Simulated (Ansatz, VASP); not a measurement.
One calculation of GaP, two programs

```xyz
2
Lattice="0.0000 2.7524 2.7524 2.7524 0.0000 2.7524 2.7524 2.7524 0.0000" Properties=species:S:1:pos:R:3 pbc="T T T"
Ga    0.0000    0.0000    0.0000
P     1.3762    1.3762    1.3762
```

Alike in both runs: task single point; functional r2SCAN; k mesh 6 × 6 × 6; no spin polarisation.

|  | VASP | Ansatz |
| --- | --- | --- |
| version | VASP 6.6.1 | Ansatz 0.2.0 |
| potentials or method | VASP PAW PBE potentials, release 64 (Ga_d, P) | plane waves, PAW |
| plane-wave cutoff (eV) | 550 | 500 |
| occupations | gaussian, width 0.01 eV | fixed |
| valence electrons in the cell | 18 | 18 |

|  | VASP | Ansatz | Ansatz less VASP |
| --- | --- | --- | --- |
| gap on the k mesh at the Fermi level (eV) | 1.94 | 1.94 | +0.003 |
| pressure (GPa) | -2.4 | -2.4 | +0.06 |

VASP's potentials were made for PBE, not for r2SCAN.
